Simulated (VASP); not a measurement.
LiO3 (ReO3 type), 4 atoms in the cell. It takes space group Pm-3m (No. 221, cubic). Conventional cell: a = 3.561 Å, b = 3.561 Å, c = 3.561 Å, α = 90.00°, β = 90.00°, γ = 90.00°. Within 2.4 Å of Li (site symmetry m-3m) lie 6 O at 1.78 Å. Within 2.4 Å of O (site symmetry 4/mmm) lie 2 Li at 1.78 Å. 

* Program: VASP 6.6.1
* Task: single point
* Functional: PBE
* Potentials or basis: VASP PAW PBE potentials, release 64 (Li_sv, O)
* Cutoff: 520 eV
* k mesh: 15 × 15 × 15
* Occupations: fermi-dirac, width 0.0612256 eV
* Spin: no spin polarisation
* Dipole correction: no
* Further INCAR settings: ALGO = Normal; EDIFF = 1e-06; NBANDS = 18

Potentials or basis: VASP PAW PBE potentials, release 64 (Li_sv, O).

Launch:

```bash
$ cat potpaw_PBE.64/Li_sv/POTCAR potpaw_PBE.64/O/POTCAR > POTCAR
$ mpirun -np 1 vasp_std > vasp.out
```

Hardware: 1 thread of Intel Xeon 8259CL, with other jobs on the host.

Q: How long does it take, and how much memory?

A: It took 120 s on 1 thread of Intel Xeon 8259CL, with other jobs on the host, peak memory 0.2 GiB. Counts: scf iterations 13, k points 120.
